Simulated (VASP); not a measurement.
# Cr (P6_3/mmc) in VASP: a series of runs

The runs below take Cr through single point, with revPBE.

Everything below comes from runs of VASP 6.6.1. Logs are shortened: lines on timing, memory, paths and dates and some standing lists are left out, and cuts for length are marked.

### 1 The cell of the first run

The structure is hexagonal, space group P6_3/mmc (No. 194). Conventional cell: a = 2.531 Å, b = 2.531 Å, c = 4.538 Å, α = 90.00°, β = 90.00°, γ = 120.00°. Cr (site symmetry -6m2) has 12 Cr at 2.53 to 2.70 Å within 3.3 Å.

This isn't the form of Cr at room conditions, which is bcc.

### 2 Single point, revPBE, collinear spin, ferromagnetic start (12.59 Å³/atom)

INCAR

```
PREC = Accurate
ENCUT = 520
EDIFF = 1E-7
ISMEAR = -1
SIGMA = 0.05
LREAL = F
LASPH = T
NELM = 150
ALGO = Normal
ISIF = 2
LWAVE = F
LCHARG = F
ISPIN = 2
MAGMOM = 1.5 1.5
LORBIT = 11
LMAXMIX = 4
GGA = RE
NBANDS = 23
```

KPOINTS

```
Automatic mesh
0
Gamma
  16 16 8
```

POSCAR

```
Cr
1.0
    2.5308371102      0.0000000000      0.0000000000
   -1.2654185551      2.1917692302      0.0000000000
    0.0000000000      0.0000000000      4.5381467138
Cr
2
Direct
    0.3333333333      0.6666666667      0.2500000000
    0.6666666667      0.3333333333      0.7500000000
```

Potentials or basis: VASP PAW PBE potentials, release 64 (Cr_pv).

Launch:

```
> cat potpaw_PBE.64/Cr_pv/POTCAR > POTCAR
> mpirun -np 1 vasp_std > vasp.out
```

OUTCAR:

```text
PREC = Accurate
   ENCUT = 520
   EDIFF = 1E-7
   ISMEAR = -1
   LREAL = F
   LASPH = T
   NELM = 150
   ISIF = 2
   ISPIN = 2
   LORBIT = 11
   GGA = RE

 ion  position               nearest neighbor table
   1  0.333  0.667  0.250-   2 2.70   2 2.70   2 2.70   2 2.70   2 2.70   2 2.70
   2  0.667  0.333  0.750-   1 2.70   1 2.70   1 2.70   1 2.70   1 2.70   1 2.70

  LATTYP: Found a hexagonal cell.
 ALAT       =     2.5308371102
 C/A-ratio  =     1.7931405761

  Lattice vectors:

 A1 = (   2.5308371102,   0.0000000000,   0.0000000000)
 A2 = (  -1.2654185551,   2.1917692302,   0.0000000000)
 A3 = (   0.0000000000,   0.0000000000,   4.5381467138)

Analysis of symmetry for initial positions (statically):
=====================================================================
 Subroutine PRICEL returns:
 Original cell was already a primitive cell.

 Routine SETGRP: Setting up the symmetry group for a
 hexagonal supercell.

 Subroutine GETGRP returns: Found 24 space group operations
 (whereof 12 operations were pure point group operations)
 out of a pool of 24 trial point group operations.

The static configuration has the point symmetry D_3d.
 The point group associated with its full space group is D_6h.

Analysis of symmetry for dynamics (positions and initial velocities):
=====================================================================
 Subroutine PRICEL returns:
 Original cell was already a primitive cell.

 Routine SETGRP: Setting up the symmetry group for a
 hexagonal supercell.

 Subroutine GETGRP returns: Found 24 space group operations
 (whereof 12 operations were pure point group operations)
 out of a pool of 24 trial point group operations.

The dynamic configuration has the point symmetry D_3d.
 The point group associated with its full space group is D_6h.

Analysis of structural, dynamic, and magnetic symmetry:
=====================================================================
 Subroutine PRICEL returns:
 Original cell was already a primitive cell.

 Routine SETGRP: Setting up the symmetry group for a
 hexagonal supercell.

 Subroutine GETGRP returns: Found 24 space group operations
 (whereof 12 operations were pure point group operations)
 out of a pool of 24 trial point group operations.

The overall configuration has the point symmetry D_3d.
 The point group associated with its full space group is D_6h.

 Subroutine INISYM returns: Found 24 space group operations
 (whereof 12 operations are pure point group operations),
 and found     1 'primitive' translations

----------------------------------------------------------------------------------------

                                     Primitive cell

  volume of cell :      25.1731

  direct lattice vectors                    reciprocal lattice vectors
     2.530837110  0.000000000  0.000000000     0.395126180  0.228126206  0.000000000
    -1.265418555  2.191769230  0.000000000     0.000000000  0.456252413  0.000000000
     0.000000000  0.000000000  4.538146714     0.000000000  0.000000000  0.220354269

  length of vectors
     2.530837110  2.530837110  4.538146714     0.456252413  0.456252413  0.220354269

  position of ions in fractional coordinates (direct lattice)
     0.333333333  0.666666667  0.250000000
     0.666666667  0.333333333  0.750000000

  ion indices of the primitive-cell ions
   primitive index   ion index
                 1           1
                 2           2

----------------------------------------------------------------------------------------

 KPOINTS: Automatic mesh

Automatic generation of k-mesh.
 Grid dimensions read from file:
 generate k-points for:   16   16    8

 Generating k-lattice:

  Cartesian coordinates                     Fractional coordinates (reciprocal lattice)
     0.024695386  0.014257888  0.000000000     0.062500000  0.000000000  0.000000000
     0.000000000  0.028515776  0.000000000     0.000000000  0.062500000  0.000000000
     0.000000000  0.000000000  0.027544284     0.000000000  0.000000000  0.125000000

  Length of vectors
     0.028515776  0.028515776  0.027544284

  Shift w.r.t. Gamma in fractional coordinates (k-lattice)
     0.000000000  0.000000000  0.000000000

 Subroutine IBZKPT returns following result:
 ===========================================

 Found    150 irreducible k-points:

 Following reciprocal coordinates:
            Coordinates               Weight
  0.000000  0.000000  0.000000      1.000000
  0.062500 -0.000000  0.000000      6.000000
  0.125000 -0.000000  0.000000      6.000000
  0.187500  0.000000  0.000000      6.000000
  0.250000 -0.000000  0.000000      6.000000
  0.312500 -0.000000  0.000000      6.000000
[... 16 lines left out ...]
  0.187500  0.187500  0.000000      6.000000
  0.250000  0.187500  0.000000     12.000000
 [... further k-points ...]
   k-points           NKPTS =    150   k-points in BZ     NKDIM =    150   number of bands    NBANDS=     23
   number of dos      NEDOS =    301   number of ions     NIONS =      2
   total plane-waves  NPLWV =  14400
   dimension x,y,z NGX =    20 NGY =   20 NGZ =   36
   dimension x,y,z NGXF=    40 NGYF=   40 NGZF=   72
   ions per type =               2
   NGX,Y,Z   is equivalent  to a cutoff of  13.14, 13.14, 13.19 a.u.
   NGXF,Y,Z  is equivalent  to a cutoff of  26.28, 26.28, 26.38 a.u.
 SYSTEM =  unknown system
   PREC   = accura    normal or accurate (medium, high low for compatibility)
   ISTART =      0    job   : 0-new  1-cont  2-samecut
   ICHARG =      2    charge: 1-file 2-atom 10-const
   ISPIN  =      2    spin polarized calculation?
   LNONCOLLINEAR =      F non collinear calculations
   LSORBIT =      F    spin-orbit coupling
   LASPH  =      T    aspherical Exc in radial PAW
   ENCUT  =  520.0 eV  38.22 Ry    6.18 a.u.   4.71  4.71  8.44*2*pi/ulx,y,z
   NELM   =    150;   NELMIN=  2; NELMDL= -5     # of ELM steps
   EDIFF  = 0.1E-06   stopping-criterion for ELM
   LREAL  =      F    real-space projection
   EDIFFG = 0.1E-05   stopping-criterion for IOM
   NSW    =      0    number of steps for IOM
   IBRION =     -1    ionic relax: 0-MD 1-quasi-New 2-CG
   NFREE  =      0    steps in history (QN), initial steepest desc. (CG)
   ISIF   =      2    stress and relaxation
   ISYM   =      2    0-nonsym 1-usesym 2-fastsym
   POTIM  = 0.5000    time-step for ionic-motion
   TEBEG  =    0.0;   TEEND  =   0.0 temperature during run
   PSTRESS=    0.0 pullay stress
   NELECT =      24.0000    total number of electrons
   NUPDOWN=      -1.0000    fix difference up-down
   EMIN   =  10.00;   EMAX   =-10.00  energy-range for DOS
   EFERMI =   0.00;   METHOD = LEGACY
   ISMEAR =    -1;   SIGMA  =   0.05  broadening in eV -4-tet -1-fermi 0-gaus
   EFERMI_NEDOS =   21; number of points for ismear=-14 and -15
   IALGO  =     38    algorithm
   IMIX   =      4    mixing-type and parameters
     AMIX     =   0.40;   BMIX     =  1.00
     AMIX_MAG =   1.60;   BMIX_MAG =  1.00
  volume/ion in A,a.u.               =      12.59        84.94
  Fermi-wavevector in a.u.,A,eV,Ry     =   1.611262  3.044843 35.322956  2.596164
  Thomas-Fermi vector in A             =   2.706680
   LORBIT       =     11    0 simple, 1 ext, 2 COOP (PROOUT), +10 PAW based schemes
   GGA     = RE    functional components
   LHFCALC =     F    Hartree Fock is set to
   AEXX    =    0.0000 exact exchange contribution
   IVDW    =     0    specifies the selected vdW correction
   LEPSILON=     F    determine dielectric tensor
   LRPA    =     F    only Hartree local field effects (RPA)
 spin polarized calculation
  energy-cutoff  :      520.00
  volume of cell :       25.17
 maximum number of plane-waves:       690
 NGX is ok and might be reduce to    20
   NGX =  9   NGY =  9   NGZ = 17

 number of electron      23.9999984 magnetization       0.0000136

 Free energy of the ion-electron system (eV)
  ---------------------------------------------------
  ext. energy  EPLUGINS =         0.00000000
  ---------------------------------------------------
  free energy    TOTEN  =       -17.38883305 eV

  energy without entropy =      -17.35929774  energy(sigma->0) =      -17.37406540

 E-fermi :   9.7285     XC(G=0): -13.0744

 val. band max:        9.7284544518   @ k =   0.4375   0.0625   0.3750
 cond. band min:       9.7303946204   @ k =   0.4375   0.0000   0.1250
 fundamental gap:      0.0019401686
 Fermi energy:         9.7285040913

 spin component 1

 k-point     1 :       0.0000    0.0000    0.0000
  band No.  band energies     occupation
      1     -33.5403      1.00000
      2     -32.9963      1.00000
      3     -32.8373      1.00000
      4     -32.8373      1.00000
      5     -32.7850      1.00000
      6     -32.7850      1.00000
[... 15 lines left out ...]
     22      29.1474      0.00000
     23      29.4981      0.00000
[... 575 lines left out ...]
      1     -33.3724      1.00000
      2     -33.3400      1.00000
      3     -33.2977      1.00000
      4     -33.0670      1.00000
      5     -33.0511      1.00000
      6     -33.0034      1.00000
[... 15 lines left out ...]
     22      21.2648      0.00000
     23      22.5511      0.00000

 [... further k-points ...]

 spin component 2

 k-point     1 :       0.0000    0.0000    0.0000
  band No.  band energies     occupation
      1     -33.5403      1.00000
      2     -32.9963      1.00000
      3     -32.8373      1.00000
      4     -32.8373      1.00000
      5     -32.7850      1.00000
      6     -32.7850      1.00000
[... 15 lines left out ...]
     22      29.1474      0.00000
     23      29.4981      0.00000
[... 575 lines left out ...]
      1     -33.3724      1.00000
      2     -33.3400      1.00000
      3     -33.2977      1.00000
      4     -33.0670      1.00000
      5     -33.0511      1.00000
      6     -33.0034      1.00000
[... 15 lines left out ...]
     22      21.2648      0.00000
     23      22.5511      0.00000

 [... further k-points ...]

------------------------ aborting loop because EDIFF is reached ----------------------------------------

  FORCE on cell =-STRESS in cart. coord.  units (eV):
  Direction    XX          YY          ZZ          XY          YZ          ZX
  --------------------------------------------------------------------------------------
  -------------------------------------------------------------------------------------
  Total       -1.3804295     -1.3804295     -1.2181817     -0.0000000      0.0000000      0.0000000
  in kB      -87.8592034    -87.8592034    -77.5327325     -0.0000000      0.0000000      0.0000000
  external PRESSURE =     -84.4170464 kB  Pullay stress =       0.0000000 kB

 VOLUME and BASIS-vectors are now :
 -----------------------------------------------------------------------------
  energy-cutoff  :      520.00
  volume of cell :       25.17
      direct lattice vectors                 reciprocal lattice vectors
     2.530837110  0.000000000  0.000000000     0.395126180  0.228126206  0.000000000
    -1.265418555  2.191769230  0.000000000     0.000000000  0.456252413  0.000000000
     0.000000000  0.000000000  4.538146714     0.000000000  0.000000000  0.220354269

 POSITION                                       TOTAL-FORCE (eV/Angst)
 -----------------------------------------------------------------------------------
     -0.00000      1.46118      1.13454        -0.000000      0.000000      0.000000
      1.26542      0.73059      3.40361         0.000000     -0.000000      0.000000
 -----------------------------------------------------------------------------------
    total drift:                               -0.000000      0.000000     -0.000000

  FREE ENERGIE OF THE ION-ELECTRON SYSTEM (eV)
  ---------------------------------------------------
  free  energy   TOTEN  =       -17.3888330536 eV

  energy  without entropy=      -17.3592977384  energy(sigma->0) =      -17.37406540

 total charge

# of ion       s       p       d       tot
------------------------------------------
    1        0.433   6.341   4.144  10.918
    2        0.433   6.341   4.144  10.918
--------------------------------------------------
tot          0.865  12.683   8.289  21.837

 magnetization (x)

# of ion       s       p       d       tot
------------------------------------------
    1       -0.000   0.000   0.000   0.000
    2       -0.000   0.000   0.000   0.000
--------------------------------------------------
tot         -0.000   0.000   0.000   0.000
```

Wall time 91 s (1 thread of AMD EPYC 9R45 (Zen 5), shared host); peak memory 0.2 GiB.

What came out:

```yaml
Free_energy: -17.3888 eV
Pressure: -8.4 GPa
Band_gap_on_the_k_mesh: zero (filled and empty bands overlap)
Net_moment: 0.00 μB per cell
Valence_electrons_inside_the_program's_atomic_spheres: Cr 10.92
```

Stress tensor (GPa, compression positive):
```
-8.79  0.00  0.00
 0.00 -8.79  0.00
 0.00  0.00 -7.75
```

Caveat: the cell stands under tension; an empty level that is flat over the whole mesh can mark a ghost state of the potentials, or a narrow d or f band; the moments typed at the start vanished in this run; the PAW data sets were made with another functional, which shifts forces and pressure a little.

### 3 Single point, revPBE, collinear spin, ferromagnetic start (13.07 Å³/atom)

This run uses another cell than the first one, of 13.07 Å³/atom.

INCAR

```
PREC = Accurate ; ENCUT = 520
EDIFF = 1E-6 ; ISMEAR = -1
SIGMA = 0.05 ; LREAL = F
LASPH = T ; NELM = 150
ALGO = Normal ; ISIF = 2
LWAVE = F ; LCHARG = F
ISPIN = 2 ; MAGMOM = 1.5 1.5
LORBIT = 11 ; LMAXMIX = 4
GGA = RE ; NBANDS = 23
```

KPOINTS

```
regular mesh
0
Gamma
  16 16 8
```

POSCAR

```
Cr
1.0
    2.5628764242      0.0000000000      0.0000000000
   -1.2814382121      2.2195160901      0.0000000000
    0.0000000000      0.0000000000      4.5955977078
Cr
2
Direct
    0.3333333333      0.6666666667      0.2500000000
    0.6666666667      0.3333333333      0.7500000000
```

Potentials or basis: VASP PAW PBE potentials, release 64 (Cr_pv).

Launch:

```
> cat potpaw_PBE.64/Cr_pv/POTCAR > POTCAR
> mpirun -np 1 vasp_std > vasp.out
```

Wall time 91 s (1 thread of AMD EPYC 9R45 (Zen 5), shared host); peak memory 0.21 GiB.

Results (log left out):

| Item | Value |
| --- | --- |
| Free energy | -17.3178 eV |
| Pressure | -15.0 GPa |
| Band gap on the k mesh | zero (filled and empty bands overlap) |
| Net moment | 0.00 μB per cell |
| Valence electrons inside the program's atomic spheres | Cr 10.85 |

Stress tensor (GPa, compression positive):
```
-15.64   0.00   0.00
  0.00 -15.64   0.00
  0.00   0.00 -13.71
```

Levels at points of the mesh, in eV from the Fermi level:
Spin up:
```
           k point  band 8  band 9  band 10  band 11  band 12  band 13  band 14  band 15  band 16  band 17
(0.00, 0.00, 0.00)   -3.74   -1.08    -0.35    -0.29    -0.29     0.00     0.00     0.96     0.96     1.92
(0.50, 0.00, 0.00)   -3.15   -2.96    -0.82    -0.61    -0.28    -0.09     2.00     2.48     2.58     3.59
(0.00, 0.00, 0.50)   -5.43   -1.44    -1.44    -0.26    -0.26    -0.26    -0.26     1.58     1.58     1.58
(0.50, 0.00, 0.50)   -3.49   -2.16    -2.16     0.85     0.85     1.10     1.10     2.53     2.53     3.03
```
Spin down:
```
           k point  band 8  band 9  band 10  band 11  band 12  band 13  band 14  band 15  band 16  band 17
(0.00, 0.00, 0.00)   -3.74   -1.08    -0.35    -0.29    -0.29     0.00     0.00     0.96     0.96     1.92
(0.50, 0.00, 0.00)   -3.14   -2.96    -0.82    -0.61    -0.28    -0.09     2.00     2.48     2.58     3.59
(0.00, 0.00, 0.50)   -5.43   -1.44    -1.44    -0.26    -0.26    -0.26    -0.26     1.58     1.58     1.58
(0.50, 0.00, 0.50)   -3.49   -2.16    -2.16     0.85     0.85     1.10     1.10     2.53     2.53     3.03
```

Caveat: the cell stands under tension; the moments typed at the start vanished in this run; the PAW data sets were made with another functional, which shifts forces and pressure a little.

[end of part 1 of 2]
